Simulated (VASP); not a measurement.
# Fe (Im-3m) in VASP: further runs

Fe is run at these levels: PBEsol, PBEsol+D3(BJ), PBEsol+D4, PBE+D3(BJ); tasks: single point.

All numbers are computed with VASP 6.6.1; they aren't measurements. Logs are shortened: lines on timing, memory, paths and dates and some standing lists are left out, and cuts for length are marked.

### Step 1. The cell of the first run

It takes space group Im-3m (No. 229, cubic). Conventional cell: a = 2.886 Å, b = 2.886 Å, c = 2.886 Å, α = 90.00°, β = 90.00°, γ = 90.00°. Fe (site symmetry m-3m) has 14 Fe at 2.50 to 2.89 Å within 3.3 Å.

### Step 2. Single point, PBEsol

INCAR

```
ALGO = Normal
EDIFF = 1E-6
ENCUT = 520
GGA = PS
ISIF = 2
ISMEAR = -1
LASPH = T
LCHARG = T
LELF = T
LREAL = F
LVHAR = T
LWAVE = F
NBANDS = 10
NELM = 60
PREC = Accurate
SIGMA = 0.05
```

KPOINTS

```
k-points
0
Gamma
  13 13 13
```

POSCAR

```
Fe
1.0
   -1.4430000000      1.4430000000      1.4430000000
    1.4430000000     -1.4430000000      1.4430000000
    1.4430000000      1.4430000000     -1.4430000000
Fe
1
Direct
    0.0000000000      0.0000000000      0.0000000000
```

Potentials or basis: VASP PAW PBE potentials, release 64 (Fe).

Run with:

```sh
cat potpaw_PBE.64/Fe/POTCAR > POTCAR
mpirun -np 1 vasp_std > vasp.out
```

OUTCAR:

```text
EDIFF = 1E-6
   ENCUT = 520
   GGA = PS
   ISIF = 2
   ISMEAR = -1
   LASPH = T
   LREAL = F
   NELM = 60
   PREC = Accurate

 ion  position               nearest neighbor table
   1  0.000  0.000  0.000-

  LATTYP: Found a body centered cubic cell.
 ALAT       =     2.8860000000

  Lattice vectors:

 A1 = (  -1.4430000000,   1.4430000000,   1.4430000000)
 A2 = (   1.4430000000,  -1.4430000000,   1.4430000000)
 A3 = (   1.4430000000,   1.4430000000,  -1.4430000000)

Analysis of symmetry for initial positions (statically):
=====================================================================
 Subroutine PRICEL returns:
 Original cell was already a primitive cell.

 Routine SETGRP: Setting up the symmetry group for a
 body centered cubic supercell.

 Subroutine GETGRP returns: Found 48 space group operations
 (whereof 48 operations were pure point group operations)
 out of a pool of 48 trial point group operations.

The static configuration has the point symmetry O_h .

Analysis of symmetry for dynamics (positions and initial velocities):
=====================================================================
 Subroutine PRICEL returns:
 Original cell was already a primitive cell.

 Routine SETGRP: Setting up the symmetry group for a
 body centered cubic supercell.

 Subroutine GETGRP returns: Found 48 space group operations
 (whereof 48 operations were pure point group operations)
 out of a pool of 48 trial point group operations.

The dynamic configuration has the point symmetry O_h .

 Subroutine INISYM returns: Found 48 space group operations
 (whereof 48 operations are pure point group operations),
 and found     1 'primitive' translations

----------------------------------------------------------------------------------------

                                     Primitive cell

  volume of cell :      12.0187

  direct lattice vectors                    reciprocal lattice vectors
    -1.443000000  1.443000000  1.443000000     0.000000000  0.346500347  0.346500347
     1.443000000 -1.443000000  1.443000000     0.346500347  0.000000000  0.346500347
     1.443000000  1.443000000 -1.443000000     0.346500347  0.346500347  0.000000000

  length of vectors
     2.499349315  2.499349315  2.499349315     0.490025489  0.490025489  0.490025489

  position of ions in fractional coordinates (direct lattice)
     0.000000000  0.000000000  0.000000000

  ion indices of the primitive-cell ions
   primitive index   ion index
                 1           1

----------------------------------------------------------------------------------------

 KPOINTS: k-points

Automatic generation of k-mesh.
 Grid dimensions read from file:
 generate k-points for:   13   13   13

 Generating k-lattice:

  Cartesian coordinates                     Fractional coordinates (reciprocal lattice)
     0.000000000  0.026653873  0.026653873     0.076923077  0.000000000  0.000000000
     0.026653873  0.000000000  0.026653873     0.000000000  0.076923077  0.000000000
     0.026653873  0.026653873  0.000000000     0.000000000  0.000000000  0.076923077

  Length of vectors
     0.037694268  0.037694268  0.037694268

  Shift w.r.t. Gamma in fractional coordinates (k-lattice)
     0.000000000  0.000000000  0.000000000

 Subroutine IBZKPT returns following result:
 ===========================================

 Found     84 irreducible k-points:

 Following reciprocal coordinates:
            Coordinates               Weight
  0.000000  0.000000  0.000000      1.000000
  0.076923  0.000000  0.000000     12.000000
  0.153846  0.000000  0.000000     12.000000
  0.230769  0.000000  0.000000     12.000000
  0.307692  0.000000  0.000000     12.000000
  0.384615  0.000000  0.000000     12.000000
[... 16 lines left out ...]
  0.153846  0.076923  0.076923     24.000000
  0.230769  0.076923  0.076923     24.000000
 [... further k-points ...]
   k-points           NKPTS =     84   k-points in BZ     NKDIM =     84   number of bands    NBANDS=     10
   number of dos      NEDOS =    301   number of ions     NIONS =      1
   total plane-waves  NPLWV =   8000
   dimension x,y,z NGX =    20 NGY =   20 NGZ =   20
   dimension x,y,z NGXF=    40 NGYF=   40 NGZF=   40
   ions per type =               1
   NGX,Y,Z   is equivalent  to a cutoff of  13.30, 13.30, 13.30 a.u.
   NGXF,Y,Z  is equivalent  to a cutoff of  26.61, 26.61, 26.61 a.u.
 SYSTEM =  unknown system
   PREC   = accura    normal or accurate (medium, high low for compatibility)
   ISTART =      0    job   : 0-new  1-cont  2-samecut
   ICHARG =      2    charge: 1-file 2-atom 10-const
   ISPIN  =      1    spin polarized calculation?
   LNONCOLLINEAR =      F non collinear calculations
   LSORBIT =      F    spin-orbit coupling
   LASPH  =      T    aspherical Exc in radial PAW
   ENCUT  =  520.0 eV  38.22 Ry    6.18 a.u.   4.65  4.65  4.65*2*pi/ulx,y,z
   NELM   =     60;   NELMIN=  2; NELMDL= -5     # of ELM steps
   EDIFF  = 0.1E-05   stopping-criterion for ELM
   LREAL  =      F    real-space projection
   EDIFFG = 0.1E-04   stopping-criterion for IOM
   NSW    =      0    number of steps for IOM
   IBRION =     -1    ionic relax: 0-MD 1-quasi-New 2-CG
   NFREE  =      0    steps in history (QN), initial steepest desc. (CG)
   ISIF   =      2    stress and relaxation
   ISYM   =      2    0-nonsym 1-usesym 2-fastsym
   POTIM  = 0.5000    time-step for ionic-motion
   TEBEG  =    0.0;   TEEND  =   0.0 temperature during run
   PSTRESS=    0.0 pullay stress
   NELECT =       8.0000    total number of electrons
   NUPDOWN=      -1.0000    fix difference up-down
   EMIN   =  10.00;   EMAX   =-10.00  energy-range for DOS
   EFERMI =   0.00;   METHOD = LEGACY
   ISMEAR =    -1;   SIGMA  =   0.05  broadening in eV -4-tet -1-fermi 0-gaus
   EFERMI_NEDOS =   21; number of points for ismear=-14 and -15
   IALGO  =     38    algorithm
   IMIX   =      4    mixing-type and parameters
     AMIX     =   0.40;   BMIX     =  1.00
     AMIX_MAG =   1.60;   BMIX_MAG =  1.00
  volume/ion in A,a.u.               =      12.02        81.11
  Fermi-wavevector in a.u.,A,eV,Ry     =   1.429394  2.701162 27.798962  2.043166
  Thomas-Fermi vector in A             =   2.549352
   LORBIT       =      0    0 simple, 1 ext, 2 COOP (PROOUT), +10 PAW based schemes
   GGA     = PS    functional components
   LHFCALC =     F    Hartree Fock is set to
   AEXX    =    0.0000 exact exchange contribution
   IVDW    =     0    specifies the selected vdW correction
   LEPSILON=     F    determine dielectric tensor
   LRPA    =     F    only Hartree local field effects (RPA)
 non-spin polarized calculation
  energy-cutoff  :      520.00
  volume of cell :       12.02
 maximum number of plane-waves:       336
   NGX =  9   NGY =  9   NGZ =  9

 number of electron       7.9999995 magnetization

 Free energy of the ion-electron system (eV)
  ---------------------------------------------------
  ext. energy  EPLUGINS =         0.00000000
  ---------------------------------------------------
  free energy    TOTEN  =        -8.28295902 eV

  energy without entropy =       -8.24815517  energy(sigma->0) =       -8.26555710

 E-fermi :   5.1496     XC(G=0): -13.0048

 val. band max:        5.1477399870   @ k =   0.3077   0.1538   0.0769
 cond. band min:       5.1569732823   @ k =  -0.3077   0.3077   0.2308
 fundamental gap:      0.0092332953
 Fermi energy:         5.1496499677

 k-point     1 :       0.0000    0.0000    0.0000
  band No.  band energies     occupation
      1      -2.9838      2.00000
      2       3.6799      2.00000
      3       3.6799      2.00000
      4       3.6799      2.00000
      5       5.1115      1.36358
      6       5.1115      1.36358
      7      29.4327      0.00000
      8      29.4327      0.00000
      9      29.4327      0.00000
     10      34.3164      0.00000

 k-point     2 :       0.0769    0.0000    0.0000
  band No.  band energies     occupation
      1      -2.7493      2.00000
      2       3.6144      2.00000
      3       3.6716      2.00000
      4       3.8056      2.00000
      5       5.0460      1.77664
      6       5.1169      1.31644
      7      27.9373      0.00000
      8      29.0645      0.00000
      9      29.2586      0.00000
     10      33.4996      0.00000

 k-point     3 :       0.1538    0.0000    0.0000
  band No.  band energies     occupation
      1      -2.0706      2.00000
      2       3.4357      2.00000
      3       3.6171      2.00000
      4       4.1648      2.00000
      5       4.9225      1.97893
      6       5.1351      1.14473
      7      24.8547      0.00000
      8      27.8043      0.00000
      9      28.8798      0.00000
     10      31.3076      0.00000

 k-point     4 :       0.2308    0.0000    0.0000
  band No.  band energies     occupation
      1      -1.0427      2.00000
      2       3.1911      2.00000
      3       3.5083      2.00000
      4       4.7028      1.99974
      5       4.8816      1.99066
      6       5.1695      0.80373
      7      21.3676      0.00000
      8      26.1544      0.00000
      9      28.4976      0.00000
     10      28.9743      0.00000
[... 222 lines left out ...]
 k-point    22 :       0.0769    0.0769    0.0769
  band No.  band energies     occupation
      1      -1.6359      2.00000
      2       3.3652      2.00000
      3       3.3652      2.00000
      4       4.5388      1.99999
      5       5.0329      1.82354
      6       5.0329      1.82354
      7      24.6767      0.00000
      8      24.6767      0.00000
      9      27.9275      0.00000
     10      30.7100      0.00000

 k-point    23 :       0.1538    0.0769    0.0769
  band No.  band energies     occupation
      1      -0.6360      2.00000
      2       3.1013      2.00000
      3       3.1906      2.00000
      4       4.9767      1.93905
      5       5.1313      1.18148
      6       5.1731      0.76979
      7      21.5464      0.00000
      8      23.2766      0.00000
      9      25.5089      0.00000
     10      31.2187      0.00000

 k-point    24 :       0.2308    0.0769    0.0769
  band No.  band energies     occupation
      1       0.4664      2.00000
      2       2.8563      2.00000
      3       3.1544      2.00000
      4       5.0104      1.88365
      5       5.2138      0.43415
      6       5.9406      0.00000
      7      18.1965      0.00000
      8      22.1084      0.00000
      9      23.8380      0.00000
     10      31.1055      0.00000

 [... further k-points ...]

------------------------ aborting loop because EDIFF is reached ----------------------------------------

  FORCE on cell =-STRESS in cart. coord.  units (eV):
  Direction    XX          YY          ZZ          XY          YZ          ZX
  --------------------------------------------------------------------------------------
  -------------------------------------------------------------------------------------
  Total       -2.6112499     -2.6112499     -2.6112499     -0.0000000     -0.0000000      0.0000000
  in kB     -348.0968037   -348.0968037   -348.0968037     -0.0000000     -0.0000000      0.0000000
  external PRESSURE =    -348.0968037 kB  Pullay stress =       0.0000000 kB

 VOLUME and BASIS-vectors are now :
 -----------------------------------------------------------------------------
  energy-cutoff  :      520.00
  volume of cell :       12.02
      direct lattice vectors                 reciprocal lattice vectors
    -1.443000000  1.443000000  1.443000000     0.000000000  0.346500347  0.346500347
     1.443000000 -1.443000000  1.443000000     0.346500347  0.000000000  0.346500347
     1.443000000  1.443000000 -1.443000000     0.346500347  0.346500347  0.000000000

 POSITION                                       TOTAL-FORCE (eV/Angst)
 -----------------------------------------------------------------------------------
      0.00000      0.00000      0.00000        -0.000000      0.000000     -0.000000
 -----------------------------------------------------------------------------------
    total drift:                               -0.000000     -0.000000      0.000000

  FREE ENERGIE OF THE ION-ELECTRON SYSTEM (eV)
  ---------------------------------------------------
  free  energy   TOTEN  =        -8.2829590242 eV

  energy  without entropy=       -8.2481551717  energy(sigma->0) =       -8.26555710
```

Wall time 25 s (1 thread of AMD EPYC 7R13, shared host); peak memory 0.1 GiB.

Results:

```
Free energy            : -8.2830 eV
Pressure               : -34.8 GPa
Band gap on the k mesh : zero (band 4 reaches 5.92 eV, above the bottom of band 5 at 4.28 eV)
```

Levels at points of the mesh, in eV from the Fermi level:
```tsv
k point	band 1	band 2	band 3	band 4	band 5	band 6	band 7	band 8	band 9
(0.00, 0.00, 0.00)	-8.13	-1.47	-1.47	-1.47	-0.04	-0.04	24.28	24.28	24.28
```

Caveat: the PAW data sets were made with another functional, which shifts forces and pressure a little; the run has no spin polarisation, though such a crystal can be magnetic. Spin polarisation is off, so any magnetic state and its effect on volume and gap are missing.

### Step 3. Single point, PBEsol+D3(BJ), collinear spin, ferromagnetic start

This run uses another cell than the first one, of 10.55 Å³/atom, 0.878 times its volume.

INCAR

```
PREC     = Accurate       # precision mode
ENCUT    = 520            # plane-wave cutoff, eV
EDIFF    = 1E-6           # SCF threshold, eV
ISMEAR   = -1             # smearing method
SIGMA    = 0.05           # smearing width, eV
LREAL    = False          # projectors in reciprocal space
LASPH    = True           # aspherical terms in the spheres
NELM     = 150            # most SCF steps
ALGO     = Normal         # electronic algorithm
ISIF     = 2              # what is computed and relaxed
LWAVE    = False          # write WAVECAR
LCHARG   = True           # write CHGCAR
ISPIN    = 2              # spin polarisation
MAGMOM   = 3              # initial moments
LORBIT   = 11             # projections on sites
LMAXMIX  = 4              # l up to which the mixer works
GGA      = PS             # functional
IVDW     = 12             # dispersion correction
LELF     = True           # ELF
LVHAR    = True         
NBANDS   = 14             # bands
```

KPOINTS

```
Automatic mesh
0
Gamma
  13 13 13
```

POSCAR

```
Fe
1.0
   -1.3816795156      1.3816795156      1.3816795156
    1.3816795156     -1.3816795156      1.3816795156
    1.3816795156      1.3816795156     -1.3816795156
Fe
1
Direct
    0.0000000000      0.0000000000      0.0000000000
```

Potentials or basis: VASP PAW PBE potentials, release 64 (Fe).

Run with:

```sh
cat potpaw_PBE.64/Fe/POTCAR > POTCAR
mpirun -np 1 vasp_std > vasp.out
```

Wall time 51 s (1 thread of Intel Xeon 6975P-C, shared host); peak memory 0.15 GiB.

It converged, with:

| Item | Value |
| --- | --- |
| Free energy | -9.2758 eV |
| Pressure | -0.1 GPa |
| Band gap on the k mesh | zero (filled and empty bands overlap) |
| Net moment | 2.03 μB per cell |
| Site moments | Fe +2.01 μB |
| Valence electrons inside the program's atomic spheres | Fe 7.44 |
| Dispersion energy per atom | -0.357 eV |

Levels at points of the mesh, in eV from the Fermi level:
Spin up:
```tsv
k point	band 3	band 4	band 5	band 6	band 7	band 8
(0.00, 0.00, 0.00)	-2.51	-2.51	-1.10	-1.10	25.58	25.58
```
Spin down:
| k point | band 1 | band 2 | band 3 | band 4 | band 5 | band 6 | band 7 |
| --- | --- | --- | --- | --- | --- | --- | --- |
| (0.00, 0.00, 0.00) | -8.77 | -0.75 | -0.75 | -0.75 | 1.42 | 1.42 | 25.51 |

Caveat: the PAW data sets were made with another functional, which shifts forces and pressure a little; pairwise dispersion overbinds metals, which lowers pressure and volume.

### Step 4. Single point, PBEsol+D4, collinear spin, ferromagnetic start

This run uses another cell than the first one, of 10.66 Å³/atom, 0.887 times its volume.

INCAR

```
SYSTEM = Fe
PREC = Accurate
ENCUT = 520
EDIFF = 1E-6
ISMEAR = -1
SIGMA = 0.05
LREAL = .FALSE.
LASPH = .TRUE.
NELM = 150
ALGO = Normal
ISIF = 2
LWAVE = .FALSE.
LCHARG = .FALSE.
ISPIN = 2
MAGMOM = 3
LORBIT = 11
LMAXMIX = 4
GGA = PS
IVDW = 13
NBANDS = 14
```

KPOINTS

```
Automatic mesh
0
G
  13 13 13
  0 0 0
```

POSCAR

```
Fe
1.0
   -1.3862541394      1.3862541394      1.3862541394
    1.3862541394     -1.3862541394      1.3862541394
    1.3862541394      1.3862541394     -1.3862541394
Fe
1
Direct
    0.0000000000      0.0000000000      0.0000000000
```

Run with:

```sh
cat potpaw_PBE.64/Fe/POTCAR > POTCAR
mpirun -np 1 vasp_std > vasp.out
```

Run time: 59 s. Hardware: 1 thread of Intel Xeon 6975P-C, shared host; peak memory 0.14 GiB.

The run converged. Its results:

| Quantity | Value |
| --- | --- |
| Free energy | -9.1367 eV |
| Pressure | 0.0 GPa |
| Net moment | 2.05 μB per cell |
| Site moments | Fe +2.03 μB |
| Valence electrons inside the program's atomic spheres | Fe 7.42 |
| Dispersion energy per atom | -0.216 eV |

Levels at points of the mesh, in eV from the Fermi level:
Spin up:
```
           k point  band 3  band 4  band 5  band 6  band 7  band 8
(0.00, 0.00, 0.00)   -2.48   -2.48   -1.09   -1.09   25.49   25.49
```
Spin down:
| k point | band 1 | band 2 | band 3 | band 4 | band 5 | band 6 |
| --- | --- | --- | --- | --- | --- | --- |
| (0.00, 0.00, 0.00) | -8.71 | -0.71 | -0.71 | -0.71 | 1.44 | 1.44 |

Caveat: the PAW data sets were made with another functional, which shifts forces and pressure a little; pairwise dispersion overbinds metals, which lowers pressure and volume.

### Step 5. Single point, PBE+D3(BJ), collinear spin, ferromagnetic start

This run uses another cell than the first one, of 11.02 Å³/atom, 0.917 times its volume.

INCAR

```
ALGO = Normal ; EDIFF = 1E-6
ENCUT = 520 ; GGA = PE
ISIF = 2 ; ISMEAR = -1
ISPIN = 2 ; IVDW = 12
LASPH = True ; LCHARG = False
LMAXMIX = 4 ; LORBIT = 11
LREAL = False ; LWAVE = False
MAGMOM = 3 ; NBANDS = 14
NELM = 150 ; PREC = Accurate
SIGMA = 0.05
```

KPOINTS

```
k-points
0
Gamma
  13 13 13
```

POSCAR

```
Fe
1.0
   -1.4017412684      1.4017412684      1.4017412684
    1.4017412684     -1.4017412684      1.4017412684
    1.4017412684      1.4017412684     -1.4017412684
Fe
1
Direct
    0.0000000000      0.0000000000      0.0000000000
```

Run with:

```sh
cat potpaw_PBE.64/Fe/POTCAR > POTCAR
mpirun -np 1 vasp_std > vasp.out
```

Run time: 50 s. Hardware: 1 thread of Intel Xeon 6975P-C, shared host; peak memory 0.14 GiB.

Results (log left out):

```
Free energy                                           : -8.6091 eV
Pressure                                              : -0.3 GPa
Net moment                                            : 2.09 μB per cell
Site moments                                          : Fe +2.09 μB
Valence electrons inside the program's atomic spheres : Fe 7.33
Dispersion energy per atom                            : -0.369 eV
```

Levels at points of the mesh, in eV from the Fermi level:
Spin up:
```csv
k point,band 2,band 3,band 4,band 5,band 6,band 7,band 8,band 9
"(0.00, 0.00, 0.00)",-2.37,-2.37,-2.37,-1.12,-1.12,25.29,25.29,25.29
```
Spin down:
```tsv
k point	band 1	band 2	band 3	band 4	band 5	band 6	band 7
(0.00, 0.00, 0.00)	-8.48	-0.57	-0.57	-0.57	1.58	1.58	25.05
```

Caveat: pairwise dispersion overbinds metals, which lowers pressure and volume.

### Step 6. Summary

```csv
level,spin,cell,gap on the mesh (eV),pressure (GPa),moment (μB)
PBEsol,off,"a = 2.499 Å, angles 109.5°, 1 atom",none,-34.8,-
PBEsol+D3(BJ),"collinear, ferromagnetic start","a = 2.393 Å, angles 109.5°, 1 atom",none,-0.1,2.03
PBEsol+D4,"collinear, ferromagnetic start","a = 2.401 Å, angles 109.5°, 1 atom",none,0.0,2.05
PBE+D3(BJ),"collinear, ferromagnetic start","a = 2.428 Å, angles 109.5°, 1 atom",none,-0.3,2.09
```

Alike in all rows: task single point; potentials or basis VASP PAW PBE potentials, release 64 (Fe); k mesh 13 × 13 × 13; cutoff (eV) 520; smearing fermi-dirac 0.05 eV.

Caveats: the PAW data sets were made with another functional, which shifts forces and pressure a little (some runs); pairwise dispersion overbinds metals, which lowers pressure and volume (some runs).

Absolute energies hang on the potentials; compare differences alone.
